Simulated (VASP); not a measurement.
# Pt in VASP: relaxation of the atoms with PBE

Aim: the relaxation of the atoms of Pt with PBE.

All numbers are computed with VASP 6.6.1; they aren't measurements. Logs are shortened: lines on timing, memory, paths and dates and some standing lists are left out, and cuts for length are marked.

## (1) The cell of the first run

The cell holds a slab with vacuum, 16 atoms: a = 5.549 Å, b = 5.549 Å, c = 24.797 Å, α = 90.00°, β = 90.00°, γ = 60.00°.

## (2) Relaxation of the atoms, PBE

File INCAR:

```
SYSTEM = Pt
  ALGO = Normal
  DIPOL = 0.5 0.5 0.500
  EDIFF = 1E-7
  EDIFFG = -0.02
  ENCUT = 520
  GGA = PE
  IBRION = 2
  IDIPOL = 3
  ISIF = 2
  ISMEAR = 0
  LASPH = .TRUE.
  LCHARG = .FALSE.
  LDIPOL = .TRUE.
  LREAL = Auto
  LUSENCCL = .FALSE.
  LWAVE = .FALSE.
  NELM = 100
  NSW = 100
  PREC = Accurate
  SIGMA = 0.1
```

File KPOINTS:

```
k-points
0
G
  6 6 1
  0 0 0
```

File POSCAR:

```
Pt
1.0
    5.5493740188      0.0000000000      0.0000000000
    2.7746870094      4.8058988753      0.0000000000
    0.0000000000      0.0000000000     24.7965673689
Pt
16
Selective dynamics
Direct
    0.0000000000      0.0000000000      0.3629534631  F F F
    0.5000000000      0.0000000000      0.3629534631  F F F
    0.0000000000      0.5000000000      0.3629534631  F F F
    0.5000000000      0.5000000000      0.3629534631  F F F
    0.1666666667      0.1666666667      0.4543178210  F F F
    0.6666666667      0.1666666667      0.4543178210  F F F
    0.1666666667      0.6666666667      0.4543178210  F F F
    0.6666666667      0.6666666667      0.4543178210  F F F
   -0.1666666667      0.3333333333      0.5456821790  T T T
    0.3333333333      0.3333333333      0.5456821790  T T T
   -0.1666666667      0.8333333333      0.5456821790  T T T
    0.3333333333      0.8333333333      0.5456821790  T T T
    0.0000000000      0.0000000000      0.6370465369  T T T
    0.5000000000      0.0000000000      0.6370465369  T T T
    0.0000000000      0.5000000000      0.6370465369  T T T
    0.5000000000      0.5000000000      0.6370465369  T T T
```

Potentials or basis: VASP PAW PBE potentials, release 64 (Pt).

Run with:

```bash
cat potpaw_PBE.64/Pt/POTCAR > POTCAR
mpirun -np 1 vasp_std > vasp.out
```

OUTCAR:

```text
SYSTEM = Pt
   EDIFF = 1E-7
   EDIFFG = -0.02
   ENCUT = 520
   GGA = PE
   IBRION = 2
   ISIF = 2
   ISMEAR = 0
   LASPH = .TRUE.
   LREAL = Auto
   NELM = 100
   NSW = 100
   PREC = Accurate

 ion  position               nearest neighbor table
   1  0.000  0.000  0.363-   7 2.77   6 2.77   5 2.77   3 2.77   3 2.77   4 2.77   4 2.77   2 2.77
                             2 2.77
   2  0.500  0.000  0.363-   8 2.77   5 2.77   6 2.77   4 2.77   3 2.77   4 2.77   3 2.77   1 2.77
                             1 2.77
   3  0.000  0.500  0.363-   5 2.77   8 2.77   7 2.77   1 2.77   1 2.77   2 2.77   2 2.77   4 2.77
                             4 2.77
   4  0.500  0.500  0.363-   6 2.77   7 2.77   8 2.77   2 2.77   1 2.77   2 2.77   1 2.77   3 2.77
                             3 2.77
   5  0.167  0.167  0.454-   3 2.77   2 2.77   1 2.77   7 2.77   7 2.77   8 2.77   8 2.77   6 2.77
                             6 2.77  10 2.77  12 2.77   9 2.77
   6  0.667  0.167  0.454-   4 2.77   1 2.77   2 2.77   8 2.77   7 2.77   8 2.77   7 2.77   5 2.77
                             5 2.77   9 2.77  11 2.77  10 2.77
   7  0.167  0.667  0.454-   1 2.77   4 2.77   3 2.77   5 2.77   5 2.77   6 2.77   6 2.77   8 2.77
                             8 2.77  12 2.77  10 2.77  11 2.77
   8  0.667  0.667  0.454-   2 2.77   3 2.77   4 2.77   6 2.77   5 2.77   6 2.77   5 2.77   7 2.77
                             7 2.77  11 2.77   9 2.77  12 2.77
   9  0.833  0.333  0.546-  13 2.77  16 2.77  15 2.77  11 2.77  11 2.77  12 2.77  12 2.77  10 2.77
[... 22 lines left out ...]
 A1 = (  -2.7746870094,  -4.8058988753,   0.0000000000)
 A2 = (   5.5493740188,   0.0000000000,   0.0000000000)
 A3 = (   0.0000000000,   0.0000000000,  24.7965673689)

Analysis of symmetry for initial positions (statically):
=====================================================================
 Subroutine PRICEL returns following result:

  LATTYP: Found a hexagonal cell.
 ALAT       =     2.7746870094
 C/A-ratio  =     8.9367079188
[... 12 lines left out ...]
 Subroutine GETGRP returns: Found 12 space group operations
 (whereof 12 operations were pure point group operations)
 out of a pool of 24 trial point group operations.

The static configuration has the point symmetry D_3d.

Analysis of symmetry for dynamics (positions and initial velocities):
=====================================================================
 Subroutine PRICEL returns following result:

  LATTYP: Found a hexagonal cell.
 ALAT       =     2.7746870094
 C/A-ratio  =     8.9367079188
[... 12 lines left out ...]
 Subroutine GETGRP returns: Found 12 space group operations
 (whereof 12 operations were pure point group operations)
 out of a pool of 24 trial point group operations.

The dynamic configuration has the point symmetry D_3d.

Analysis of constrained symmetry for selective dynamics:
[... 156 lines left out ...]
  free energy    TOTEN  =       -92.96559986 eV

  energy without entropy =      -92.84984546  energy(sigma->0) =      -92.90772266

------------------------ aborting loop because EDIFF is reached ----------------------------------------

  FORCE on cell =-STRESS in cart. coord.  units (eV):
  Direction    XX          YY          ZZ          XY          YZ          ZX
  --------------------------------------------------------------------------------------
  -------------------------------------------------------------------------------------
  Total       -5.6439490     -5.6439490      9.2755009     -0.0000000     -0.0000000      0.0000000
  in kB      -13.6736191    -13.6736191     22.4717950     -0.0000000     -0.0000000      0.0000000
  external PRESSURE =      -1.6251477 kB  Pullay stress =       0.0000000 kB
[... 239 lines left out ...]
 number of electron     160.0000016 magnetization

------------------------ aborting loop because EDIFF is reached ----------------------------------------

 vacuum level on the upper side and lower side of the slab       (xc-potential included)         0.012        -0.019

  FORCE on cell =-STRESS in cart. coord.  units (eV):
  Direction    XX          YY          ZZ          XY          YZ          ZX
  --------------------------------------------------------------------------------------
  -------------------------------------------------------------------------------------
  Total      -10.2524870    -10.2524870      0.9931633      0.0000000      0.0000000     -0.0000000
  in kB      -24.8387434    -24.8387434      2.4061410      0.0000000      0.0000000     -0.0000000
  external PRESSURE =     -15.7571152 kB  Pullay stress =       0.0000000 kB
[... 31 lines left out ...]
  FREE ENERGIE OF THE ION-ELECTRON SYSTEM (eV)
  ---------------------------------------------------
  free  energy   TOTEN  =       -93.0106437663 eV

  energy  without entropy=      -92.8857873028  energy(sigma->0) =      -92.94821553

 dipolmoment           0.000000      0.000000     -0.005720 electrons x Angstroem

--------------------------------------- Ionic step        7  -------------------------------------------

 number of electron     160.0000015 magnetization

 dipolmoment           0.000000      0.000000      0.003694 electrons x Angstroem

 Free energy of the ion-electron system (eV)
  ---------------------------------------------------
  ext. energy  EPLUGINS =         0.00000000
  ---------------------------------------------------
  free energy    TOTEN  =       -93.02884373 eV

  energy without entropy =      -92.90869297  energy(sigma->0) =      -92.96876835

 E-fermi :   0.4148     XC(G=0):  -5.6831

 val. band max:        0.4103376269   @ k =   0.0000   0.0000   0.0000
 cond. band min:       0.4206047415   @ k =   0.1667   0.0000   0.0000
 fundamental gap:      0.0102671146
 Fermi energy:         0.4147913157

 k-point     1 :       0.0000    0.0000    0.0000
  band No.  band energies     occupation
      1      -9.0568      2.00000
      2      -7.7612      2.00000
      3      -6.6539      2.00000
      4      -6.5476      2.00000
      5      -6.2890      2.00000
      6      -6.2890      2.00000
[... 654 lines left out ...]
     91       3.3093      0.00000
     92       3.3093      0.00000
 [bands above 92 left out]

------------------------ aborting loop because EDIFF is reached ----------------------------------------

 vacuum level on the upper side and lower side of the slab       (xc-potential included)        -0.036        -0.089

  FORCE on cell =-STRESS in cart. coord.  units (eV):
  Direction    XX          YY          ZZ          XY          YZ          ZX
  --------------------------------------------------------------------------------------
  -------------------------------------------------------------------------------------
  Total       -8.9424862     -8.9424862      3.4021079     -0.0000000      0.0000000      0.0000000
  in kB      -21.6649990    -21.6649990      8.2423012     -0.0000000      0.0000000      0.0000000
  external PRESSURE =     -11.6958989 kB  Pullay stress =       0.0000000 kB
[... 31 lines left out ...]
  FREE ENERGIE OF THE ION-ELECTRON SYSTEM (eV)
  ---------------------------------------------------
  free  energy   TOTEN  =       -93.0288437344 eV

  energy  without entropy=      -92.9086929682  energy(sigma->0) =      -92.96876835

 reached required accuracy - stopping structural energy minimisation

 vacuum level on the upper side and lower side of the slab         6.101         6.050
```

CONTCAR:

```text
Pt
    1.000000000000000
     5.5493740188000000    0.0000000000000000    0.0000000000000000
     2.7746870094000000    4.8058988752999996    0.0000000000000000
     0.0000000000000000    0.0000000000000000   24.7965673688999999
  Pt
    16
Selective dynamics
Direct
[... 14 lines left out ...]
     0.0000000000000000    0.5000000000000000    0.6408317397518171   T   T   T
     0.5000000000000000    0.5000000000000000    0.6408317397518171   T   T   T

  0.00000000E+00  0.00000000E+00  0.00000000E+00
  0.00000000E+00  0.00000000E+00  0.00000000E+00
  0.00000000E+00  0.00000000E+00  0.00000000E+00
  0.00000000E+00  0.00000000E+00  0.00000000E+00
  0.00000000E+00  0.00000000E+00  0.00000000E+00
  0.00000000E+00  0.00000000E+00  0.00000000E+00
[... 8 lines left out ...]
  0.00000000E+00  0.00000000E+00  0.00000000E+00
  0.00000000E+00  0.00000000E+00  0.00000000E+00
```

It took 10 min on 1 × NVIDIA H100 80GB with 1 thread of AMD EPYC 7R13 (Zen 3), shared host; peak memory 1.7 GiB.

What came out:

| Quantity | Value |
| --- | --- |
| Free energy | -93.0288 eV |
| Energy gained by relaxing | 4.0 meV/atom |
| Ionic steps | 7 |
| Band gap on the k mesh | zero (bands 80 and 81 overlap by 0.86 eV) |

Step by step:
```csv
step,energy change (eV),largest force on free atoms (eV/Å),pressure (GPa)
1,0.0000,0.4103,-0.16
2,-0.0262,0.1976,-0.36
3,-0.0292,0.2066,-0.45
4,-0.0400,0.1720,-0.58
5,-0.0606,0.0464,-0.95
6,-0.0450,0.1477,-1.58
7,-0.0632,0.0143,-1.17
```

Final structure:
```cif
data_structure
_symmetry_space_group_name_H-M 'P 1'
_symmetry_Int_Tables_number 1
_cell_length_a 5.5494
_cell_length_b 5.5494
_cell_length_c 24.7966
_cell_angle_alpha 90.000
_cell_angle_beta 90.000
_cell_angle_gamma 60.000
_cell_volume 661.32
loop_
_atom_site_label
_atom_site_type_symbol
_atom_site_fract_x
_atom_site_fract_y
_atom_site_fract_z
_atom_site_occupancy
Pt1 Pt 0.00000 0.00000 0.36295 1
Pt2 Pt 0.50000 0.00000 0.36295 1
Pt3 Pt 0.00000 0.50000 0.36295 1
Pt4 Pt 0.50000 0.50000 0.36295 1
Pt5 Pt 0.16667 0.16667 0.45432 1
Pt6 Pt 0.66667 0.16667 0.45432 1
Pt7 Pt 0.16667 0.66667 0.45432 1
Pt8 Pt 0.66667 0.66667 0.45432 1
Pt9 Pt 0.83333 0.33333 0.54702 1
Pt10 Pt 0.33333 0.33333 0.54702 1
Pt11 Pt 0.83333 0.83333 0.54702 1
Pt12 Pt 0.33333 0.83333 0.54702 1
Pt13 Pt 0.00000 0.00000 0.64083 1
Pt14 Pt 0.50000 0.00000 0.64083 1
Pt15 Pt 0.00000 0.50000 0.64083 1
Pt16 Pt 0.50000 0.50000 0.64083 1
```

Caveat: spin-orbit coupling is left out, which moves the levels of the heavy elements.
